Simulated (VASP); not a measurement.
Input of a VASP 6.6.1 run:

Contents of INCAR:

```
PREC = Accurate
ENCUT = 520
EDIFF = 1E-6
ISMEAR = 0
SIGMA = 0.020999999999999998
LREAL = F
LASPH = T
NELM = 60
ALGO = Normal
ISIF = 2
LWAVE = F
LCHARG = F
GGA = PE
NBANDS = 20
```

Contents of KPOINTS:

```
regular mesh
0
Gamma
  9 9 4
```

File POSCAR:

```
MoS2
1.0
    3.2274645616      0.0000000000      0.0000000000
   -1.6137322808      2.7950663001      0.0000000000
    0.0000000000      0.0000000000      6.3124734200
Mo S
1 2
Direct
    0.0000000000      0.0000000000      0.5000000000
    0.6666666667      0.3333333333      0.7446806800
    0.3333333333      0.6666666667      0.2553193200
```

Potentials or basis: VASP PAW PBE potentials, release 64 (Mo_sv, S).

Run with:

```sh
$ cat potpaw_PBE.64/Mo_sv/POTCAR potpaw_PBE.64/S/POTCAR > POTCAR
$ mpirun -np 1 vasp_std > vasp.out
```

(1) What does it give for the pressure?

(2) Predict the band gap on the k mesh.

(3) What does it give for the largest force?

Answers

(1) 0.9 GPa.

(2) zero (band 13 reaches 7.55 eV, above the bottom of band 14 at 6.52 eV).

(3) 0.289 eV/Å.

Caveat: this functional lacks dispersion, which binds the layers, so the pressure and a relaxed spacing across them are unreliable.
